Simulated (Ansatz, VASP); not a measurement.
**Two plane-wave programs on BiS4**

```xyz
5
Lattice="-3.1873 3.1873 3.1873 3.1873 -3.1873 3.1873 3.1873 3.1873 -3.1873" Properties=species:S:1:pos:R:3 pbc="T T T"
Bi    0.0000    0.0000    0.0000
S     1.5949    1.5949   -1.5949
S    -1.5949    1.5949    1.5949
S     1.5949   -1.5949    1.5949
S     1.5924    1.5924    1.5924
```

Change from the starting cell: species swapped into the H4C type (I-43m, No. 217).

Alike in both runs: functional PBE; k mesh 8 × 8 × 8; occupations gaussian, width 0.1 eV; no spin polarisation.

Ansatz relaxed the structure, and its values are those at the end. VASP's run is a single point on that final structure, the one shown.

|  | VASP | Ansatz |
| --- | --- | --- |
| version | VASP 6.6.1 | Ansatz 0.2.0 |
| potentials or method | VASP PAW PBE potentials, release 64 (Bi_d, S), cutoff 520 eV | scalar-relativistic, plane waves, PAW |
| valence electrons in the cell | 39 | 39 |

Ansatz gave:

| Property | Result |
| --- | --- |
| gap on the k mesh at the Fermi level (eV) | none |
| pressure (GPa) | 0.0 |

**Question.** Estimate VASP's values.

**Answer.** gap on the k mesh at the Fermi level (eV): none; pressure (GPa): -0.1.

A gap of «none» marks a metal or a gap that the smearing closes.

Neither program's run includes spin-orbit coupling.
